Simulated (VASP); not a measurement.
# BiB (I-4m2) in VASP: further runs

Aim: see how the results for BiB move with the level of theory and the settings. Levels: HSE06, r2SCAN. Tasks: single point.

Everything below comes from runs of VASP 6.6.1. Logs are shortened: lines on timing, memory, paths and dates and some standing lists are left out, and cuts for length are marked.

## Step 1: The cell of the first run

Symmetry: I-4m2, No. 119, tetragonal system. The conventional cell has a = 3.882 Å, b = 3.882 Å, c = 5.394 Å, α = 90.00°, β = 90.00°, γ = 90.00°. Within 3.1 Å of B (site symmetry -4m2) lie 4 Bi at 2.36 Å. Bi (site symmetry -4m2) has 4 B at 2.36 Å within 3.1 Å.

## Step 2: Single point, HSE06 (uniaxial x strain -1.8%)

File POSCAR:

```
BiB
1.0
    0.0000000000      2.7448744664      2.7448744664
    2.6968391632      0.0000000000      2.7448744664
    2.6968391632      2.7448744664      0.0000000000
B Bi
1 1
Direct
    0.0000000000      0.0000000000      0.0000000000
    0.2500000000      0.2500000000      0.2500000000
```

File INCAR.step1:

```
PREC = Accurate
ENCUT = 520
EDIFF = 1E-5
ISMEAR = 0
SIGMA = 0.01
LREAL = F
LASPH = T
NELM = 100
ALGO = Normal
ISIF = 2
LWAVE = T
LCHARG = F
GGA = PE
NBANDS = 16
```

File INCAR.step2:

```
PREC = Accurate
ENCUT = 520
EDIFF = 1E-7
ISMEAR = 0
SIGMA = 0.01
LREAL = F
LASPH = T
NELM = 100
ALGO = Normal
ISIF = 2
LWAVE = F
LCHARG = F
GGA = PE
LHFCALC = T
HFSCREEN = 0.2079
PRECFOCK = Normal
ISTART = 1
NBANDS = 16
```

File KPOINTS:

```
Automatic mesh
0
Gamma
  6 6 6
```

Potentials or basis: VASP PAW PBE potentials, release 64 (B, Bi_d).

Launch:

```sh
> cat potpaw_PBE.64/B/POTCAR potpaw_PBE.64/Bi_d/POTCAR > POTCAR
> cp INCAR.step1 INCAR
> mpirun -np 1 vasp_std > vasp.out
> cp INCAR.step2 INCAR
> mpirun -np 1 vasp_std > vasp.out
```

OUTCAR:

```text
PREC = Accurate
   ENCUT = 520
   EDIFF = 1E-7
   ISMEAR = 0
   LREAL = F
   LASPH = T
   NELM = 100
   ISIF = 2
   GGA = PE
   LHFCALC = T
   HFSCREEN = 0.2079
   PRECFOCK = Normal
   ISTART = 1

 ion  position               nearest neighbor table
   1  0.000  0.000  0.000-   2 2.36   2 2.36   2 2.36   2 2.36
   2  0.250  0.250  0.250-   1 2.36   1 2.36   1 2.36   1 2.36

  LATTYP: Found a body centered tetragonal cell.
 ALAT       =     3.8818386974
 C/A-ratio  =     1.3894648250

  Lattice vectors:

 A1 = (  -2.6968391632,   0.0000000000,  -2.7448744664)
 A2 = (  -2.6968391632,   0.0000000000,   2.7448744664)
 A3 = (   2.6968391632,   2.7448744664,   0.0000000000)

Analysis of symmetry for initial positions (statically):
=====================================================================
 Subroutine PRICEL returns:
 Original cell was already a primitive cell.

 Routine SETGRP: Setting up the symmetry group for a
 body centered tetragonal supercell.

 Subroutine GETGRP returns: Found  8 space group operations
 (whereof  8 operations were pure point group operations)
 out of a pool of 16 trial point group operations.

The static configuration has the point symmetry D_2d.

Analysis of symmetry for dynamics (positions and initial velocities):
=====================================================================
 Subroutine PRICEL returns:
 Original cell was already a primitive cell.

 Routine SETGRP: Setting up the symmetry group for a
 body centered tetragonal supercell.

 Subroutine GETGRP returns: Found  8 space group operations
 (whereof  8 operations were pure point group operations)
 out of a pool of 16 trial point group operations.

The dynamic configuration has the point symmetry D_2d.

 Subroutine INISYM returns: Found  8 space group operations
 (whereof  8 operations are pure point group operations),
 and found     1 'primitive' translations

----------------------------------------------------------------------------------------

                                     Primitive cell

  volume of cell :      40.6378

  direct lattice vectors                    reciprocal lattice vectors
     0.000000000  2.744874466  2.744874466    -0.185402232  0.182157693  0.182157693
     2.696839163  0.000000000  2.744874466     0.185402232 -0.182157693  0.182157693
     2.696839163  2.744874466  0.000000000     0.185402232  0.182157693 -0.182157693

  length of vectors
     3.881838697  3.848022519  3.848022519     0.317390671  0.317390671  0.317390671

  position of ions in fractional coordinates (direct lattice)
     0.000000000  0.000000000  0.000000000
     0.250000000  0.250000000  0.250000000

  ion indices of the primitive-cell ions
   primitive index   ion index
                 1           1
                 2           2

----------------------------------------------------------------------------------------

 KPOINTS: Automatic mesh

Automatic generation of k-mesh.
 Grid dimensions read from file:
 generate k-points for:    6    6    6

 Generating k-lattice:

  Cartesian coordinates                     Fractional coordinates (reciprocal lattice)
    -0.030900372  0.030359615  0.030359615     0.166666667  0.000000000  0.000000000
     0.030900372 -0.030359615  0.030359615     0.000000000  0.166666667  0.000000000
     0.030900372  0.030359615 -0.030359615     0.000000000  0.000000000  0.166666667

  Length of vectors
     0.052898445  0.052898445  0.052898445

  Shift w.r.t. Gamma in fractional coordinates (k-lattice)
     0.000000000  0.000000000  0.000000000

 Subroutine IBZKPT returns following result:
 ===========================================

 Found     30 irreducible k-points:

 Following reciprocal coordinates:
            Coordinates               Weight
  0.000000  0.000000  0.000000      1.000000
  0.166667  0.000000  0.000000      8.000000
  0.333333  0.000000  0.000000      8.000000
  0.500000  0.000000  0.000000      4.000000
  0.166667  0.166667  0.000000      4.000000
  0.333333  0.166667  0.000000     16.000000
[... 16 lines left out ...]
 -0.333333  0.500000  0.166667      4.000000
  0.333333 -0.333333  0.166667      8.000000
 [... further k-points ...]
   k-points           NKPTS =     30   k-points in BZ     NKDIM =    216   number of bands    NBANDS=     16
   number of dos      NEDOS =    301   number of ions     NIONS =      2
   total plane-waves  NPLWV =  27000
   dimension x,y,z NGX =    30 NGY =   30 NGZ =   30
   dimension x,y,z NGXF=    60 NGYF=   60 NGZF=   60
   ions per type =               1   1
   NGX,Y,Z   is equivalent  to a cutoff of  12.85, 12.96, 12.96 a.u.
   NGXF,Y,Z  is equivalent  to a cutoff of  25.70, 25.92, 25.92 a.u.
 SYSTEM =  unknown system
   PREC   = accura    normal or accurate (medium, high low for compatibility)
   ISTART =      1    job   : 0-new  1-cont  2-samecut
   ICHARG =      0    charge: 1-file 2-atom 10-const
   ISPIN  =      1    spin polarized calculation?
   LNONCOLLINEAR =      F non collinear calculations
   LSORBIT =      F    spin-orbit coupling
   LASPH  =      T    aspherical Exc in radial PAW
   ENCUT  =  520.0 eV  38.22 Ry    6.18 a.u.   7.22  7.15  7.15*2*pi/ulx,y,z
   NELM   =    100;   NELMIN=  2; NELMDL=  0     # of ELM steps
   EDIFF  = 0.1E-06   stopping-criterion for ELM
   LREAL  =      F    real-space projection
   EDIFFG = 0.1E-05   stopping-criterion for IOM
   NSW    =      0    number of steps for IOM
   IBRION =     -1    ionic relax: 0-MD 1-quasi-New 2-CG
   NFREE  =      0    steps in history (QN), initial steepest desc. (CG)
   ISIF   =      2    stress and relaxation
   ISYM   =      3    0-nonsym 1-usesym 2-fastsym
   POTIM  = 0.5000    time-step for ionic-motion
   TEBEG  =    0.0;   TEEND  =   0.0 temperature during run
   PSTRESS=    0.0 pullay stress
   NELECT =      18.0000    total number of electrons
   NUPDOWN=      -1.0000    fix difference up-down
   EMIN   =  10.00;   EMAX   =-10.00  energy-range for DOS
   EFERMI =   0.00;   METHOD = LEGACY
   ISMEAR =     0;   SIGMA  =   0.01  broadening in eV -4-tet -1-fermi 0-gaus
   EFERMI_NEDOS =   21; number of points for ismear=-14 and -15
   IALGO  =     38    algorithm
   IMIX   =      1    mixing-type and parameters
     AMIX     =   0.40;   BMIX     =  1.00
     AMIX_MAG =   1.60;   BMIX_MAG =  1.00
  volume/ion in A,a.u.               =      20.32       137.12
  Fermi-wavevector in a.u.,A,eV,Ry     =   1.247926  2.358239 21.188631  1.557320
  Thomas-Fermi vector in A             =   2.382036
   LORBIT       =      0    0 simple, 1 ext, 2 COOP (PROOUT), +10 PAW based schemes
   GGA     = PE    functional components
   LHFCALC =     T    Hartree Fock is set to
   PRECFOCK=normal    Normal, Fast or Accurate (Low or Medium for compatibility)
   ENCUT4O =  -1.0   cutoff for four orbital integrals eV
   NKREDX  =     1    reduce k-point grid by
   NKREDY  =     1    reduce k-point grid by
   NKREDZ  =     1    reduce k-point grid by
   AEXX    =    0.2500 exact exchange contribution
   HFSCREEN=    0.2079 screening length (either q_TF or 0.3 A-1)
   HFSCREENC=   0.2079 screening length for correlation (either q_TF or 0.3 A-1)
   ENCUTFOCK=  -1.0 apply spherical cutoff to Coloumb kernel
   IVDW    =     0    specifies the selected vdW correction
   LEPSILON=     F    determine dielectric tensor
   LRPA    =     F    only Hartree local field effects (RPA)
 non-spin polarized calculation
 Gauss-broadening in eV      SIGMA  =   0.01
  energy-cutoff  :      520.00
  volume of cell :       40.64
 maximum number of plane-waves:      1109
 NGX is ok and might be reduce to    30
  NGX = 24; NGY = 24; NGZ = 24

 number of electron      17.9999995 magnetization

 Free energy of the ion-electron system (eV)
  ---------------------------------------------------
  ext. energy  EPLUGINS =         0.00000000
  ---------------------------------------------------
  free energy    TOTEN  =       -10.41073473 eV

  energy without entropy =      -10.41073473  energy(sigma->0) =      -10.41073473

 E-fermi :   7.3380     XC(G=0):  -8.3877

 val. band max:        7.1713926772   @ k =   0.0000   0.0000   0.0000
 cond. band min:       8.0730245602   @ k =   0.5000   0.0000   0.0000
 fundamental gap:      0.9016318830
 Fermi energy:         7.3380412102

 k-point     1 :       0.0000    0.0000    0.0000
  band No.  band energies     occupation
      1     -18.0419      2.00000
      2     -18.0419      2.00000
      3     -18.0325      2.00000
      4     -17.9380      2.00000
      5     -17.9369      2.00000
      6      -8.6083      2.00000
[... 8 lines left out ...]
     15      18.4366      0.00000
     16      18.4366      0.00000

 k-point     2 :       0.1667    0.0000    0.0000
  band No.  band energies     occupation
      1     -18.0382      2.00000
      2     -18.0304      2.00000
      3     -18.0236      2.00000
      4     -17.9376      2.00000
      5     -17.9353      2.00000
      6      -8.2058      2.00000
[... 8 lines left out ...]
     15      17.2544      0.00000
     16      17.4462      0.00000

 k-point     3 :       0.3333    0.0000    0.0000
  band No.  band energies     occupation
      1     -18.0351      2.00000
      2     -18.0153      2.00000
      3     -18.0099      2.00000
      4     -17.9291      2.00000
      5     -17.9241      2.00000
      6      -7.1054      2.00000
[... 8 lines left out ...]
     15      17.8608      0.00000
     16      17.8649      0.00000

 k-point     4 :       0.5000    0.0000    0.0000
  band No.  band energies     occupation
      1     -18.0343      2.00000
      2     -18.0121      2.00000
      3     -18.0070      2.00000
      4     -17.9204      2.00000
      5     -17.9140      2.00000
      6      -6.1944      2.00000
[... 8 lines left out ...]
     15      19.3638      0.00000
     16      19.4969      0.00000

 k-point     5 :       0.1667    0.1667    0.0000
  band No.  band energies     occupation
      1     -18.0537      2.00000
      2     -18.0170      2.00000
      3     -18.0104      2.00000
      4     -17.9460      2.00000
      5     -17.9295      2.00000
      6      -8.0749      2.00000
[... 8 lines left out ...]
     15      16.7623      0.00000
     16      19.5690      0.00000

 k-point     6 :       0.3333    0.1667    0.0000
  band No.  band energies     occupation
      1     -18.0532      2.00000
      2     -17.9989      2.00000
      3     -17.9936      2.00000
      4     -17.9472      2.00000
      5     -17.9206      2.00000
      6      -7.1924      2.00000
[... 8 lines left out ...]
     15      18.1313      0.00000
     16      19.3905      0.00000
[... 267 lines left out ...]
 k-point    21 :      -0.1667    0.3333    0.1667
  band No.  band energies     occupation
      1     -18.0448      2.00000
      2     -17.9950      2.00000
      3     -17.9716      2.00000
      4     -17.9528      2.00000
      5     -17.9140      2.00000
      6      -6.1508      2.00000
[... 8 lines left out ...]
     15      19.7963      0.00000
     16      20.3071      0.00000

 k-point    22 :       0.3333    0.5000    0.1667
  band No.  band energies     occupation
      1     -18.0489      2.00000
      2     -17.9944      2.00000
      3     -17.9694      2.00000
      4     -17.9484      2.00000
      5     -17.9182      2.00000
      6      -6.1941      2.00000
[... 8 lines left out ...]
     15      19.7175      0.00000
     16      20.1559      0.00000

 k-point    23 :      -0.3333    0.5000    0.1667
  band No.  band energies     occupation
      1     -18.0562      2.00000
      2     -17.9737      2.00000
      3     -17.9683      2.00000
      4     -17.9390      2.00000
      5     -17.9160      2.00000
      6      -5.0264      2.00000
[... 8 lines left out ...]
     15      20.3654      0.00000
     16      21.5966      0.00000

 k-point    24 :       0.3333   -0.3333    0.1667
  band No.  band energies     occupation
      1     -18.0358      2.00000
      2     -17.9994      2.00000
      3     -17.9624      2.00000
      4     -17.9398      2.00000
      5     -17.9250      2.00000
      6      -5.4178      2.00000
[... 8 lines left out ...]
     15      19.2783      0.00000
     16      20.6365      0.00000

 [... further k-points ...]

------------------------ aborting loop because EDIFF is reached ----------------------------------------

  FORCE on cell =-STRESS in cart. coord.  units (eV):
  Direction    XX          YY          ZZ          XY          YZ          ZX
  --------------------------------------------------------------------------------------
  -------------------------------------------------------------------------------------
  Total        0.2210168     -0.2485936     -0.2485936     -0.0000000      0.0000000     -0.0000000
  in kB        8.7137641     -9.8010018     -9.8010018     -0.0000000      0.0000000     -0.0000000
  external PRESSURE =      -3.6294132 kB  Pullay stress =       0.0000000 kB

 VOLUME and BASIS-vectors are now :
 -----------------------------------------------------------------------------
  energy-cutoff  :      520.00
  volume of cell :       40.64
      direct lattice vectors                 reciprocal lattice vectors
     0.000000000  2.744874466  2.744874466    -0.185402232  0.182157693  0.182157693
     2.696839163  0.000000000  2.744874466     0.185402232 -0.182157693  0.182157693
     2.696839163  2.744874466  0.000000000     0.185402232  0.182157693 -0.182157693

 POSITION                                       TOTAL-FORCE (eV/Angst)
 -----------------------------------------------------------------------------------
      0.00000      0.00000      0.00000         0.000000     -0.000000     -0.000000
      1.34842      1.37244      1.37244        -0.000000      0.000000      0.000000
 -----------------------------------------------------------------------------------
    total drift:                                0.000000      0.000000      0.000000

  FREE ENERGIE OF THE ION-ELECTRON SYSTEM (eV)
  ---------------------------------------------------
  free  energy   TOTEN  =       -10.4107347263 eV

  energy  without entropy=      -10.4107347263  energy(sigma->0) =      -10.41073473
```

It took 60 min on 1 thread of Intel Xeon 6975P-C (Granite Rapids), shared host; peak memory 0.3 GiB.

What came out:

* Free energy: -10.4107 eV
* Pressure: -0.4 GPa
* Band gap on the k mesh: 0.90 eV (least direct gap 0.95 eV)

Stress tensor (GPa, compression positive):
```
 0.87  0.00  0.00
 0.00 -0.98  0.00
 0.00  0.00 -0.98
```

Levels at points of the mesh, in eV from the valence-band top:
```tsv
k point	band 5	band 6	band 7	band 8	band 9	band 10	band 11	band 12	band 13	band 14
(0.00, 0.00, 0.00)	-25.11	-15.78	-0.15	-0.15	0.00	0.95	3.28	3.38	3.38	6.96
(0.50, 0.00, 0.00)	-25.09	-13.37	-8.78	-1.99	-1.82	0.90	4.75	4.88	6.81	9.42
(0.50, 0.50, 0.00)	-25.08	-12.27	-9.02	-3.96	-3.93	1.27	1.43	9.42	9.80	10.04
(0.00, 0.50, 0.50)	-25.07	-12.15	-8.91	-4.09	-4.09	1.10	1.26	9.58	9.94	9.94
```

Caveat: the cell differs from its parent crystal (uniaxial x strain -1.8%); the PAW data sets were made with another functional, which shifts forces and pressure a little; spin-orbit coupling is left out, which moves the levels of the heavy elements. A k mesh can miss the band edges.

## Step 3: Single point, r2SCAN (uniaxial x strain -1.8%)

POSCAR is that of step 2.

File INCAR.step1:

```
PREC     = Accurate       # precision mode
ENCUT    = 520            # plane-wave cutoff, eV
ISMEAR   = 0              # smearing method
SIGMA    = 0.01           # smearing width, eV
LREAL    = False          # projectors in reciprocal space
LASPH    = True           # aspherical terms in the spheres
NELM     = 100            # most SCF steps
NBANDS   = 16             # bands
GGA      = PE             # functional
ALGO     = Normal         # electronic algorithm
EDIFF    = 1E-4           # SCF threshold, eV
LWAVE    = True           # write WAVECAR
LCHARG   = False          # write CHGCAR
```

File INCAR.step2:

```
PREC     = Accurate       # precision mode
ENCUT    = 520            # plane-wave cutoff, eV
EDIFF    = 1E-6           # SCF threshold, eV
ISMEAR   = 0              # smearing method
SIGMA    = 0.01           # smearing width, eV
LREAL    = False          # projectors in reciprocal space
LASPH    = True           # aspherical terms in the spheres
NELM     = 100            # most SCF steps
ALGO     = Normal         # electronic algorithm
ISIF     = 2              # what is computed and relaxed
LWAVE    = False          # write WAVECAR
LCHARG   = True           # write CHGCAR
METAGGA  = R2SCAN         # meta-GGA
LMIXTAU  = True         
LELF     = True           # ELF
LVHAR    = True         
NBANDS   = 16             # bands
ISTART   = 1
```

File KPOINTS:

```
regular mesh
0
Gamma
  8 8 8
```

Potentials or basis: VASP PAW PBE potentials, release 64 (B, Bi_d).

Launch:

```sh
> cat potpaw_PBE.64/B/POTCAR potpaw_PBE.64/Bi_d/POTCAR > POTCAR
> cp INCAR.step1 INCAR
> mpirun -np 1 vasp_std > vasp.out
> cp INCAR.step2 INCAR
> mpirun -np 1 vasp_std > vasp.out
```

Wall time 1.7 min (1 thread of Intel Xeon 6975P-C (Granite Rapids), shared host); peak memory 0.19 GiB.

It converged, with:

```yaml
Free_energy: -64.3024 eV
Pressure: 1.4 GPa
Band_gap_on_the_k_mesh: 0.43 eV
```

Stress tensor (GPa, compression positive):
```
2.57 0.00 0.00
0.00 0.83 0.00
0.00 0.00 0.83
```

Levels at points of the mesh, in eV from the valence-band top:
| k point | band 5 | band 6 | band 7 | band 8 | band 9 | band 10 | band 11 | band 12 | band 13 | band 14 |
| --- | --- | --- | --- | --- | --- | --- | --- | --- | --- | --- |
| (0.00, 0.00, 0.00) | -23.90 | -15.08 | -0.15 | -0.15 | 0.00 | 0.43 | 2.78 | 2.89 | 2.89 | 6.73 |
| (0.50, 0.00, 0.00) | -23.88 | -12.81 | -8.35 | -1.94 | -1.77 | 0.49 | 4.28 | 4.40 | 6.42 | 9.00 |
| (0.50, 0.50, 0.00) | -23.87 | -11.79 | -8.59 | -3.82 | -3.79 | 0.96 | 1.09 | 8.93 | 9.18 | 9.41 |
| (0.00, 0.50, 0.50) | -23.86 | -11.68 | -8.48 | -3.94 | -3.94 | 0.79 | 0.92 | 9.10 | 9.32 | 9.32 |

Caveat: the cell differs from its parent crystal (uniaxial x strain -1.8%); the PAW data sets were made with another functional, which shifts forces and pressure a little; spin-orbit coupling is left out, which moves the levels of the heavy elements. A k mesh can miss the band edges.
